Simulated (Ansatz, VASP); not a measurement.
# One calculation of KCl, two programs

The input INCAR:

```
SYSTEM = KCl
PREC = Accurate
ENCUT = 520
EDIFF = 1E-7
ISMEAR = 0
SIGMA = 0.05
LREAL = .FALSE.
LASPH = .TRUE.
NELM = 100
ALGO = Normal
ISIF = 2
LWAVE = .FALSE.
LCHARG = .FALSE.
GGA = PE
NBANDS = 15
```

Contents of KPOINTS:

```
Automatic mesh
0
G
  8 8 8
  0 0 0
```

POSCAR

```
KCl
1.0
    0.0000000000      2.9619294939      2.9619294939
    2.9619294939      0.0000000000      2.9619294939
    2.9619294939      2.9619294939      0.0000000000
K Cl
1 1
Direct
    0.0000000000      0.0000000000      0.0000000000
    0.5000000000      0.5000000000      0.5000000000
```

Input for Ansatz:

```yaml
crystal:
  lattice:
    - [0.0, 2.9619294939, 2.9619294939]
    - [2.9619294939, 0.0, 2.9619294939]
    - [2.9619294939, 2.9619294939, 0.0]
  atoms:
    - { symbol: K, position: [0.0, 0.0, 0.0] }
    - { symbol: Cl, position: [0.5, 0.5, 0.5] }
basis:
  ecutwfc: 420
  ecutrho_ratio: 4
kpoints:
  mp_grid: { grid: [8, 8, 8] }
hamiltonian:
  xc: pbe
scf:
  occupations: { method: gaussian, width: 0.05 }
output:
  forces: true
  stress: true
  eigenvalues: true
```

Alike in both runs: task single point; functional PBE; k mesh 8 × 8 × 8; occupations gaussian, width 0.05 eV; no spin polarisation.

```csv
,VASP,Ansatz
version,VASP 6.6.1,Ansatz 0.2.0
potentials or method,"VASP PAW PBE potentials, release 64 (K_sv, Cl), cutoff 520 eV","scalar-relativistic, plane waves, PAW"
valence electrons in the cell,16,16
```

Ansatz gave:

```
gap on the k mesh at the Fermi level (eV) : 5.89
least direct gap on the mesh (eV)         : 5.89
pressure (GPa)                            : 6.2
```

**Question.** Estimate VASP's values.

**Answer.** gap on the k mesh at the Fermi level (eV): 5.88; least direct gap on the mesh (eV): 5.88; pressure (GPa): 6.3.
